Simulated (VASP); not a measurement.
# CuPt (R-3m) in VASP: notebook

Runs on CuPt. Level: LDA. Tasks: single point.

Program: VASP 6.6.1. These are calculated values, not measurements. Logs are shortened: lines on timing, memory, paths and dates and some standing lists are left out, and cuts for length are marked.

## Step 1: The cell of the first run

Symmetry: R-3m, No. 166, trigonal system. The conventional cell has a = 2.725 Å, b = 2.725 Å, c = 12.733 Å, α = 90.00°, β = 90.00°, γ = 120.00°. Within 3.5 Å of Cu (site symmetry -3m) lie 6 Pt at 2.64 Å and 6 Cu at 2.72 Å. Within 3.5 Å of Pt (site symmetry -3m) lie 6 Cu at 2.64 Å and 6 Pt at 2.72 Å.

## Step 2: Single point, LDA, collinear spin

File INCAR:

```
ALGO = Normal ; EDIFF = 1E-6
ENCUT = 520 ; GGA = CA
ISIF = 2 ; ISMEAR = -1
ISPIN = 2 ; LASPH = True
LCHARG = False ; LMAXMIX = 4
LORBIT = 11 ; LREAL = False
LWAVE = False ; MAGMOM = 0.6 0.6
NBANDS = 22 ; NELM = 150
NUPDOWN = 1.2 ; PREC = Accurate
SIGMA = 0.1
```

File KPOINTS:

```
k-points
0
Gamma
  14 14 14
```

File POSCAR:

```
CuPt
1.0
    1.3622969706      0.7865225227      4.2444549900
   -1.3622969706      0.7865225227      4.2444549900
    0.0000000000     -1.5730450454      4.2444549900
Cu Pt
1 1
Direct
    0.0000000000      0.0000000000      0.0000000000
    0.5000000000      0.5000000000      0.5000000000
```

Potentials or basis: VASP PAW LDA potentials, release 64 (Cu, Pt).

The run is started by

```console
> cat potpaw_LDA.64/Cu/POTCAR potpaw_LDA.64/Pt/POTCAR > POTCAR
> mpirun -np 1 vasp_std > vasp.out
```

OUTCAR:

```text
EDIFF = 1E-6
   ENCUT = 520
   GGA = CA
   ISIF = 2
   ISMEAR = -1
   ISPIN = 2
   LASPH = True
   LORBIT = 11
   LREAL = False
   NELM = 150
   NUPDOWN = 1.2
   PREC = Accurate

 ion  position               nearest neighbor table
   1  0.000  0.000  0.000-   2 2.64   2 2.64   2 2.64   2 2.64   2 2.64   2 2.64
   2  0.500  0.500  0.500-   1 2.64   1 2.64   1 2.64   1 2.64   1 2.64   1 2.64

  LATTYP: Found a trigonal (rhomboedric) cell.
 ALAT       =     4.5265736354
 COS(alpha) =     0.8188516435

  Lattice vectors:

 A1 = (   1.3622969706,   0.7865225227,   4.2444549900)
 A2 = (  -1.3622969706,   0.7865225227,   4.2444549900)
 A3 = (   0.0000000000,  -1.5730450454,   4.2444549900)

Analysis of symmetry for initial positions (statically):
=====================================================================
 Subroutine PRICEL returns:
 Original cell was already a primitive cell.

 Routine SETGRP: Setting up the symmetry group for a
 trigonal (rhombohedral) supercell.

 Subroutine GETGRP returns: Found 12 space group operations
 (whereof 12 operations were pure point group operations)
 out of a pool of 12 trial point group operations.

The static configuration has the point symmetry D_3d.

Analysis of symmetry for dynamics (positions and initial velocities):
=====================================================================
 Subroutine PRICEL returns:
 Original cell was already a primitive cell.

 Routine SETGRP: Setting up the symmetry group for a
 trigonal (rhombohedral) supercell.

 Subroutine GETGRP returns: Found 12 space group operations
 (whereof 12 operations were pure point group operations)
 out of a pool of 12 trial point group operations.

The dynamic configuration has the point symmetry D_3d.

Analysis of structural, dynamic, and magnetic symmetry:
=====================================================================
 Subroutine PRICEL returns:
 Original cell was already a primitive cell.

 Routine SETGRP: Setting up the symmetry group for a
 trigonal (rhombohedral) supercell.

 Subroutine GETGRP returns: Found 12 space group operations
 (whereof 12 operations were pure point group operations)
 out of a pool of 12 trial point group operations.

The overall configuration has the point symmetry D_3d.

 Subroutine INISYM returns: Found 12 space group operations
 (whereof 12 operations are pure point group operations),
 and found     1 'primitive' translations

----------------------------------------------------------------------------------------

                                     Primitive cell

  volume of cell :      27.2870

  direct lattice vectors                    reciprocal lattice vectors
     1.362296971  0.786522523  4.244454990     0.367027169  0.211903235  0.078533836
    -1.362296971  0.786522523  4.244454990    -0.367027169  0.211903235  0.078533836
     0.000000000 -1.573045045  4.244454990     0.000000000 -0.423806469  0.078533836

  length of vectors
     4.526573635  4.526573635  4.526573635     0.431021446  0.431021446  0.431021446

  position of ions in fractional coordinates (direct lattice)
     0.000000000  0.000000000  0.000000000
     0.500000000  0.500000000  0.500000000

  ion indices of the primitive-cell ions
   primitive index   ion index
                 1           1
                 2           2

----------------------------------------------------------------------------------------

 KPOINTS: k-points

Automatic generation of k-mesh.
 Grid dimensions read from file:
 generate k-points for:   14   14   14

 Generating k-lattice:

  Cartesian coordinates                     Fractional coordinates (reciprocal lattice)
     0.026216226  0.015135945  0.005609560     0.071428571  0.000000000 -0.000000000
    -0.026216226  0.015135945  0.005609560     0.000000000  0.071428571 -0.000000000
     0.000000000 -0.030271891  0.005609560    -0.000000000 -0.000000000  0.071428571

  Length of vectors
     0.030787246  0.030787246  0.030787246

  Shift w.r.t. Gamma in fractional coordinates (k-lattice)
     0.000000000  0.000000000  0.000000000

 Subroutine IBZKPT returns following result:
 ===========================================

 Found    288 irreducible k-points:

 Following reciprocal coordinates:
            Coordinates               Weight
  0.000000  0.000000  0.000000      1.000000
  0.071429  0.000000  0.000000      6.000000
  0.142857 -0.000000  0.000000      6.000000
  0.214286  0.000000  0.000000      6.000000
  0.285714  0.000000  0.000000      6.000000
  0.357143  0.000000 -0.000000      6.000000
[... 16 lines left out ...]
  0.214286  0.142857 -0.000000     12.000000
  0.285714  0.142857  0.000000     12.000000
 [... further k-points ...]
   k-points           NKPTS =    288   k-points in BZ     NKDIM =    288   number of bands    NBANDS=     22
   number of dos      NEDOS =    301   number of ions     NIONS =      2
   total plane-waves  NPLWV =  46656
   dimension x,y,z NGX =    36 NGY =   36 NGZ =   36
   dimension x,y,z NGXF=    72 NGYF=   72 NGZF=   72
   ions per type =               1   1
   NGX,Y,Z   is equivalent  to a cutoff of  13.22, 13.22, 13.22 a.u.
   NGXF,Y,Z  is equivalent  to a cutoff of  26.44, 26.44, 26.44 a.u.
 SYSTEM =  unknown system
   PREC   = accura    normal or accurate (medium, high low for compatibility)
   ISTART =      0    job   : 0-new  1-cont  2-samecut
   ICHARG =      2    charge: 1-file 2-atom 10-const
   ISPIN  =      2    spin polarized calculation?
   LNONCOLLINEAR =      F non collinear calculations
   LSORBIT =      F    spin-orbit coupling
   LASPH  =      T    aspherical Exc in radial PAW
   ENCUT  =  520.0 eV  38.22 Ry    6.18 a.u.   8.42  8.42  8.42*2*pi/ulx,y,z
   NELM   =    150;   NELMIN=  2; NELMDL= -5     # of ELM steps
   EDIFF  = 0.1E-05   stopping-criterion for ELM
   LREAL  =      F    real-space projection
   EDIFFG = 0.1E-04   stopping-criterion for IOM
   NSW    =      0    number of steps for IOM
   IBRION =     -1    ionic relax: 0-MD 1-quasi-New 2-CG
   NFREE  =      0    steps in history (QN), initial steepest desc. (CG)
   ISIF   =      2    stress and relaxation
   ISYM   =      2    0-nonsym 1-usesym 2-fastsym
   POTIM  = 0.5000    time-step for ionic-motion
   TEBEG  =    0.0;   TEEND  =   0.0 temperature during run
   PSTRESS=    0.0 pullay stress
   NELECT =      21.0000    total number of electrons
   NUPDOWN=       1.2000    fix difference up-down
   EMIN   =  10.00;   EMAX   =-10.00  energy-range for DOS
   EFERMI =   0.00;   METHOD = LEGACY
   ISMEAR =    -1;   SIGMA  =   0.10  broadening in eV -4-tet -1-fermi 0-gaus
   EFERMI_NEDOS =   21; number of points for ismear=-14 and -15
   IALGO  =     38    algorithm
   IMIX   =      4    mixing-type and parameters
     AMIX     =   0.40;   BMIX     =  1.00
     AMIX_MAG =   1.60;   BMIX_MAG =  1.00
  volume/ion in A,a.u.               =      13.64        92.07
  Fermi-wavevector in a.u.,A,eV,Ry     =   1.500246  2.835054 30.623161  2.250739
  Thomas-Fermi vector in A             =   2.611771
   LORBIT       =     11    0 simple, 1 ext, 2 COOP (PROOUT), +10 PAW based schemes
   GGA     = CA    functional components
   LHFCALC =     F    Hartree Fock is set to
   AEXX    =    0.0000 exact exchange contribution
   IVDW    =     0    specifies the selected vdW correction
   LEPSILON=     F    determine dielectric tensor
   LRPA    =     F    only Hartree local field effects (RPA)
 spin polarized calculation
  energy-cutoff  :      520.00
  volume of cell :       27.29
 maximum number of plane-waves:       747
 NGX is ok and might be reduce to    36
   NGX = 17   NGY = 17   NGZ = 17

 number of electron      21.0000001 magnetization       1.2000000

 Free energy of the ion-electron system (eV)
  ---------------------------------------------------
  ext. energy  EPLUGINS =         0.00000000
  ---------------------------------------------------
  free energy    TOTEN  =       -11.87823360 eV

  energy without entropy =      -11.82384705  energy(sigma->0) =      -11.85104033

 E-fermi :   8.5114     XC(G=0): -13.3337

 val. band max:       10.4883354580   @ k =  -0.3571   0.4286   0.1429
 cond. band min:       8.5130697677   @ k =  -0.2143   0.5000   0.1429
 fundamental gap:     -1.9752656904
 Fermi energy:        10.5336785908

 spin component 1

 k-point     1 :       0.0000    0.0000    0.0000
  band No.  band energies     occupation
      1      -0.6703      1.00000
      2       2.6831      1.00000
      3       5.1347      1.00000
      4       5.1347      1.00000
      5       5.9845      1.00000
      6       5.9845      1.00000
[... 14 lines left out ...]
     21      33.3111      0.00000
     22      33.3833      0.00000
[... 552 lines left out ...]
  band No.  band energies     occupation
      1       1.4303      1.00000
      2       3.8926      1.00000
      3       4.3267      1.00000
      4       4.8843      1.00000
      5       5.8832      1.00000
      6       5.9870      1.00000
[... 14 lines left out ...]
     21      34.0288      0.00000
     22      35.8785      0.00000

 [... further k-points ...]

 spin component 2

 k-point     1 :       0.0000    0.0000    0.0000
  band No.  band energies     occupation
      1      -0.4491      1.00000
      2       3.0085      1.00000
      3       5.5711      1.00000
      4       5.5711      1.00000
      5       6.2773      1.00000
      6       6.2773      1.00000
[... 14 lines left out ...]
     21      33.5120      0.00000
     22      33.5893      0.00000
[... 552 lines left out ...]
  band No.  band energies     occupation
      1       1.6510      1.00000
      2       4.2313      1.00000
      3       4.7519      1.00000
      4       5.2144      1.00000
      5       6.2114      1.00000
      6       6.2866      1.00000
[... 14 lines left out ...]
     21      34.2503      0.00000
     22      36.1169      0.00000

 [... further k-points ...]

------------------------ aborting loop because EDIFF is reached ----------------------------------------

  FORCE on cell =-STRESS in cart. coord.  units (eV):
  Direction    XX          YY          ZZ          XY          YZ          ZX
  --------------------------------------------------------------------------------------
  -------------------------------------------------------------------------------------
  Total       -0.6967546     -0.6967546     -1.0951937      0.0000000      0.0000000      0.0000000
  in kB      -40.9104546    -40.9104546    -64.3050958      0.0000000      0.0000000      0.0000000
  external PRESSURE =     -48.7086683 kB  Pullay stress =       0.0000000 kB

 VOLUME and BASIS-vectors are now :
 -----------------------------------------------------------------------------
  energy-cutoff  :      520.00
  volume of cell :       27.29
      direct lattice vectors                 reciprocal lattice vectors
     1.362296971  0.786522523  4.244454990     0.367027169  0.211903235  0.078533836
    -1.362296971  0.786522523  4.244454990    -0.367027169  0.211903235  0.078533836
     0.000000000 -1.573045045  4.244454990     0.000000000 -0.423806469  0.078533836

 POSITION                                       TOTAL-FORCE (eV/Angst)
 -----------------------------------------------------------------------------------
      0.00000      0.00000      0.00000        -0.000000      0.000000     -0.000000
      0.00000      0.00000      6.36668         0.000000     -0.000000      0.000000
 -----------------------------------------------------------------------------------
    total drift:                                0.000000      0.000000      0.000000

  FREE ENERGIE OF THE ION-ELECTRON SYSTEM (eV)
  ---------------------------------------------------
  free  energy   TOTEN  =       -11.8782336046 eV

  energy  without entropy=      -11.8238470480  energy(sigma->0) =      -11.85104033

 total charge

# of ion       s       p       d       tot
------------------------------------------
    1        0.425   0.378   9.157   9.960
    2        0.691   0.647   8.022   9.359
--------------------------------------------------
tot          1.115   1.025  17.179  19.319

 magnetization (x)

# of ion       s       p       d       tot
------------------------------------------
    1        0.030   0.034   0.247   0.311
    2        0.019   0.067   0.728   0.815
--------------------------------------------------
tot          0.050   0.102   0.974   1.126
```

It took 13 min on 1 thread of AMD EPYC 7R13 (Zen 3), shared host; peak memory 0.37 GiB.

Results:

```
Free energy                                           : -11.8782 eV
Pressure                                              : -4.9 GPa
Net moment                                            : 1.20 μB per cell
Site moments                                          : Cu +0.31; Pt +0.81 μB
Valence electrons inside the program's atomic spheres : Cu 9.96; Pt 9.36
```

Caveat: the cell stands under tension; spin-orbit coupling is left out, which moves the levels of the heavy elements; the total moment is fixed, so each spin has its own Fermi level.

## Step 3: Single point, LDA, collinear spin

File INCAR:

```
SYSTEM = CuPt
ALGO = Normal
EDIFF = 1E-6
ENCUT = 520
GGA = CA
ISIF = 2
ISMEAR = -1
ISPIN = 2
LASPH = .TRUE.
LCHARG = .FALSE.
LMAXMIX = 4
LORBIT = 11
LREAL = .FALSE.
LWAVE = .FALSE.
MAGMOM = 0.9 0.9
NBANDS = 22
NELM = 150
NUPDOWN = 1.8
PREC = Accurate
SIGMA = 0.1
```

File KPOINTS:

```
k-points
0
G
  14 14 14
  0 0 0
```

POSCAR is that of step 2.

Potentials or basis: VASP PAW LDA potentials, release 64 (Cu, Pt).

The run is started by

```console
> cat potpaw_LDA.64/Cu/POTCAR potpaw_LDA.64/Pt/POTCAR > POTCAR
> mpirun -np 1 vasp_std > vasp.out
```

OUTCAR:

```text
SYSTEM = CuPt
   EDIFF = 1E-6
   ENCUT = 520
   GGA = CA
   ISIF = 2
   ISMEAR = -1
   ISPIN = 2
   LASPH = .TRUE.
   LORBIT = 11
   LREAL = .FALSE.
   NELM = 150
   NUPDOWN = 1.8
   PREC = Accurate

 ion  position               nearest neighbor table
   1  0.000  0.000  0.000-   2 2.64   2 2.64   2 2.64   2 2.64   2 2.64   2 2.64
   2  0.500  0.500  0.500-   1 2.64   1 2.64   1 2.64   1 2.64   1 2.64   1 2.64

  LATTYP: Found a trigonal (rhomboedric) cell.
 ALAT       =     4.5265736354
 COS(alpha) =     0.8188516435

  Lattice vectors:

 A1 = (   1.3622969706,   0.7865225227,   4.2444549900)
 A2 = (  -1.3622969706,   0.7865225227,   4.2444549900)
[... 1414 lines left out ...]

 VOLUME and BASIS-vectors are now :
 -----------------------------------------------------------------------------
  energy-cutoff  :      520.00
  volume of cell :       27.29
      direct lattice vectors                 reciprocal lattice vectors
     1.362296971  0.786522523  4.244454990     0.367027169  0.211903235  0.078533836
    -1.362296971  0.786522523  4.244454990    -0.367027169  0.211903235  0.078533836
     0.000000000 -1.573045045  4.244454990     0.000000000 -0.423806469  0.078533836

 POSITION                                       TOTAL-FORCE (eV/Angst)
 -----------------------------------------------------------------------------------
      0.00000      0.00000      0.00000         0.000000      0.000000      0.000000
      0.00000      0.00000      6.36668         0.000000     -0.000000     -0.000000
 -----------------------------------------------------------------------------------
    total drift:                                0.000000      0.000000      0.000000

  FREE ENERGIE OF THE ION-ELECTRON SYSTEM (eV)
  ---------------------------------------------------
  free  energy   TOTEN  =       -11.0819692426 eV

  energy  without entropy=      -11.0229378355  energy(sigma->0) =      -11.05245354

 total charge

# of ion       s       p       d       tot
------------------------------------------
    1        0.438   0.405   9.108   9.950
    2        0.701   0.681   7.955   9.337
--------------------------------------------------
tot          1.139   1.086  17.063  19.287

 magnetization (x)

# of ion       s       p       d       tot
------------------------------------------
    1        0.052   0.076   0.379   0.507
    2        0.037   0.122   0.993   1.151
--------------------------------------------------
tot          0.089   0.198   1.372   1.658
```

stdout:

```text
POSCAR found type information on POSCAR CuPt
 POSCAR found :  2 types and       2 ions
 scaLAPACK will be used
 LDA part: xc-table for (Slater(with rela. corr.)+CA(PZ))
 , standard interpolation
 POSCAR, INCAR and KPOINTS ok, starting setup
 FFT: planning ... GRIDC
 FFT: planning ... GRID_SOFT
 FFT: planning ... GRID
 WAVECAR not read
 entering main loop
```

Run time: 13 min. Hardware: 1 thread of AMD EPYC 7R13 (Zen 3), shared host; peak memory 0.37 GiB.

Results:

```
Free energy                                           : -11.0820 eV
Pressure                                              : -1.0 GPa
Net moment                                            : 1.80 μB per cell
Site moments                                          : Cu +0.51; Pt +1.15 μB
Valence electrons inside the program's atomic spheres : Cu 9.95; Pt 9.34
```

Stress tensor (GPa, compression positive):
```
-0.41  0.00  0.00
 0.00 -0.41  0.00
 0.00  0.00 -2.06
```

Caveat: spin-orbit coupling is left out, which moves the levels of the heavy elements; the total moment is fixed, so each spin has its own Fermi level.

[end of part 1 of 2]
